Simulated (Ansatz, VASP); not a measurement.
# Al32Si in VASP and in Ansatz

File INCAR:

```
SYSTEM = Al32Si
  PREC = Accurate
  ENCUT = 400
  EDIFF = 1E-6
  ISMEAR = 0
  SIGMA = 0.1
  LREAL = Auto
  LASPH = .True.
  NELM = 120
  ALGO = Normal
  ISIF = 2
  LWAVE = .False.
  LCHARG = .False.
  LDIPOL = .True.
  IDIPOL = 3
  DIPOL = 0.5 0.5 0.479
  GGA = PS
  NBANDS = 72
  GGA_COMPAT = .False.
  NELMDL = -8
```

File KPOINTS:

```
regular mesh
0
Gamma
  6 6 1
  0 0 0
```

File POSCAR:

```
Al32Si
1.0
    5.6541540400      0.0000000000      0.0000000000
   -2.8270770200      4.8966410400      0.0000000000
    0.0000000000      0.0000000000     38.3954875961
Al Si
32 1
Direct
    0.1666666666      0.3333333332      0.2604472720
    0.1666666664      0.8333333330      0.2604472720
    0.6666666668      0.3333333332      0.2604472720
    0.6666666666      0.8333333330      0.2604472720
    0.0000000000      0.0000000000      0.3202589380
   -0.0000000002      0.4999999998      0.3202589380
    0.5000000002      0.0000000000      0.3202589380
    0.5000000000      0.4999999998      0.3202589380
    0.3333333334      0.1666666666      0.3800706129
    0.3333333332      0.6666666664      0.3800706129
    0.8333333336      0.1666666666      0.3800706129
    0.8333333334      0.6666666664      0.3800706129
    0.0000000000      0.0000000000      0.4398822790
   -0.0000000002      0.4999999998      0.4398822790
    0.5000000002      0.0000000000      0.4398822790
    0.5000000000      0.4999999998      0.4398822790
    0.1673789746      0.3336894872      0.5004165177
    0.1666666664      0.8333333330      0.5003561086
    0.6663105128      0.3336894872      0.5004165177
    0.6663105126      0.8326210249      0.5004165177
   -0.0025381640      0.0025381639      0.5612470490
   -0.0025381642      0.4949236719      0.5612470490
    0.5050763281      0.0025381639      0.5612470490
    0.5000000000      0.4999999998      0.5612995024
    0.3256379046      0.1512758089      0.6204018288
    0.3256379043      0.6743620952      0.6204018288
    0.8333333336      0.1666666666      0.6288057392
    0.8487241911      0.6743620952      0.6204018288
    0.0012993108     -0.0012993108      0.6930872781
    0.0012993105      0.5025986213      0.6930872781
    0.4974013787     -0.0012993108      0.6930872781
    0.5000000000      0.4999999998      0.6707955525
    0.5000000000      0.4999999998      0.7319338958
```

Input for Ansatz:

```yaml
crystal:
  lattice:
    - [5.65415404, 0.0, 0.0]
    - [-2.82707702, 4.89664104, 0.0]
    - [0.0, 0.0, 38.3954875961]
  atoms:
    - { symbol: Al, position: [0.1666666666, 0.3333333332, 0.260447272] }
    - { symbol: Al, position: [0.1666666664, 0.833333333, 0.260447272] }
    - { symbol: Al, position: [0.6666666668, 0.3333333332, 0.260447272] }
    - { symbol: Al, position: [0.6666666666, 0.833333333, 0.260447272] }
    - { symbol: Al, position: [0.0, 0.0, 0.320258938] }
    - { symbol: Al, position: [-2.0e-10, 0.4999999998, 0.320258938] }
    - { symbol: Al, position: [0.5000000002, 0.0, 0.320258938] }
    - { symbol: Al, position: [0.5, 0.4999999998, 0.320258938] }
    - { symbol: Al, position: [0.3333333334, 0.1666666666, 0.3800706129] }
    - { symbol: Al, position: [0.3333333332, 0.6666666664, 0.3800706129] }
    - { symbol: Al, position: [0.8333333336, 0.1666666666, 0.3800706129] }
    - { symbol: Al, position: [0.8333333334, 0.6666666664, 0.3800706129] }
    - { symbol: Al, position: [0.0, 0.0, 0.439882279] }
    - { symbol: Al, position: [-2.0e-10, 0.4999999998, 0.439882279] }
    - { symbol: Al, position: [0.5000000002, 0.0, 0.439882279] }
    - { symbol: Al, position: [0.5, 0.4999999998, 0.439882279] }
    - { symbol: Al, position: [0.1673789688, 0.3336894843, 0.5004165166] }
    - { symbol: Al, position: [0.1666666664, 0.833333333, 0.5003561086] }
    - { symbol: Al, position: [0.6663105157, 0.3336894843, 0.5004165166] }
    - { symbol: Al, position: [0.6663105155, 0.8326210307, 0.5004165166] }
    - { symbol: Al, position: [-0.0025381627, 0.0025381627, 0.5612470478] }
    - { symbol: Al, position: [-0.002538163, 0.4949236743, 0.5612470478] }
    - { symbol: Al, position: [0.5050763257, 0.0025381627, 0.5612470478] }
    - { symbol: Al, position: [0.5, 0.4999999998, 0.5612995014] }
    - { symbol: Al, position: [0.3256379026, 0.1512758051, 0.6204018275] }
    - { symbol: Al, position: [0.3256379024, 0.6743620971, 0.6204018275] }
    - { symbol: Al, position: [0.8333333336, 0.1666666666, 0.6288057363] }
    - { symbol: Al, position: [0.8487241949, 0.6743620971, 0.6204018275] }
    - { symbol: Al, position: [0.0012993105, -0.0012993105, 0.6930872745] }
    - { symbol: Al, position: [0.0012993103, 0.5025986208, 0.6930872745] }
    - { symbol: Al, position: [0.4974013792, -0.0012993105, 0.6930872745] }
    - { symbol: Al, position: [0.5, 0.4999999998, 0.6707955498] }
    - { symbol: Si, position: [0.5, 0.4999999998, 0.7319338932] }
basis:
  ecutwfc: 420.0
  fft_grid_basis: typed
kpoints:
  mp_grid: { grid: [6, 6, 1] }
hamiltonian:
  xc: pbesol
  pseudopotentials: { kind: paw }
scf:
  occupations: { method: gaussian, width: 0.1 }
output:
  forces: true
  eigenvalues: true
  write_density: true
  volumetric_format: npy
  bader: true
efield:
  axis: 3
  dipole_correction: true
  ramp_width: 0.04
checkpoint:
  read: start.run
  write: ck
  compress: false
  write_wavefunctions: false
  write_every: 100000
```

Alike in both runs: task single point; functional PBEsol; k mesh 6 × 6 × 1; occupations gaussian, width 0.1 eV; no spin polarisation.

|  | VASP | Ansatz |
| --- | --- | --- |
| version | VASP 6.6.1 | Ansatz 0.2.0 |
| potentials or method | VASP PAW PBE potentials, release 64 (Al, Si), cutoff 400 eV | scalar-relativistic, plane waves, PAW |
| valence electrons in the cell | 100 | 100 |

|  | VASP | Ansatz | Ansatz less VASP |
| --- | --- | --- | --- |
| gap on the k mesh at the Fermi level (eV) | none | none | - |
| rms of the force components (eV/Å) | 0.035 | 0.035 | -0.0006 |

VASP's potentials were made for PBE, not for PBEsol. Atom by atom the forces differ by 0.001 eV/Å (rms over components). A gap of «none» marks a metal or a gap that the smearing closes. The functional is the same, so the differences come from potentials, cutoffs and numerics.
